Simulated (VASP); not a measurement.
A run of VASP 6.6.1 is set up as follows.

The input INCAR:

```
SYSTEM = CdS
ALGO     = Normal         ! electronic algorithm
EDIFF    = 1E-6           ! SCF threshold, eV
ENCUT    = 500            ! plane-wave cutoff, eV
GGA      = PS             ! functional
GGA_COMPAT= .FALSE.      
ISIF     = 2              ! what is computed and relaxed
ISMEAR   = 0              ! smearing method
LASPH    = .TRUE.         ! aspherical terms in the spheres
LCHARG   = .FALSE.        ! write CHGCAR
LREAL    = .FALSE.        ! projectors in reciprocal space
LWAVE    = .FALSE.        ! write WAVECAR
NBANDS   = 16             ! bands
NELM     = 120            ! most SCF steps
PREC     = Accurate       ! precision mode
SIGMA    = 0.01           ! smearing width, eV
```

The input KPOINTS:

```
k-points
0
G
  4 4 4
  0 0 0
```

Contents of POSCAR:

```
CdS
1.0
    0.0000000000      2.7532450000      2.7532450000
    2.7532450000      0.0000000000      2.7532450000
    2.7532450000      2.7532450000      0.0000000000
Cd S
1 1
Direct
    0.0000000000      0.0000000000      0.0000000000
    0.5000000000      0.5000000000      0.5000000000
```

Potentials or basis: VASP PAW PBE potentials, release 64 (Cd, S).

Launch:

```sh
$ cat potpaw_PBE.64/Cd/POTCAR potpaw_PBE.64/S/POTCAR > POTCAR
$ mpirun -np 1 vasp_std > vasp.out
```

Task: Estimate the band gap on the k mesh.

Result: 0.08 eV (least direct gap 1.38 eV).

Task: What does it give for the pressure?

Result: -3.6 GPa.

Caveat: the k points lie up to 0.49 Å⁻¹ apart; semilocal functionals underestimate gaps, and a narrow one can read as zero; the PAW data sets were made with another functional, which shifts forces and pressure a little. A k mesh can miss the band edges.
